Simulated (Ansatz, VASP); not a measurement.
# CdSe in VASP and in Ansatz

```
Cd Se
1.0
     4.30095    0.00000    0.00000
    -2.15047    3.72473    0.00000
     0.00000    0.00000    7.02262
Cd Se
2 2
Cartesian
  0.0000 2.4832 0.0330
  2.1505 1.2416 3.5444
  0.0000 2.4832 2.6707
  2.1505 1.2416 6.1820
```

Alike in both runs: functional PBEsol; k mesh 12 × 12 × 6; occupations fermi-dirac, width 0.1 eV; no spin polarisation.

Ansatz relaxed the structure, and its values are those at the end. VASP's run is a single point on that final structure, the one shown.

```csv
,VASP,Ansatz
version,VASP 6.6.1,Ansatz 0.2.0
potentials or method,"VASP PAW PBE potentials, release 64 (Cd, Se)","PAW with Ansatz's default frozen-core files, scalar-relativistic"
plane-wave cutoff (eV),520,420
valence electrons in the cell,36,72
```

VASP gave:

| Quantity | Value |
| --- | --- |
| pressure (GPa) | 0.4 |

Question: Estimate Ansatz's values.

Answer: Pressure (GPa): 0.0.

VASP's potentials were made for PBE, not for PBEsol. VASP's potentials hold 36 valence electrons a cell and Ansatz's 72, so a difference there can come from the potentials and not from the codes.
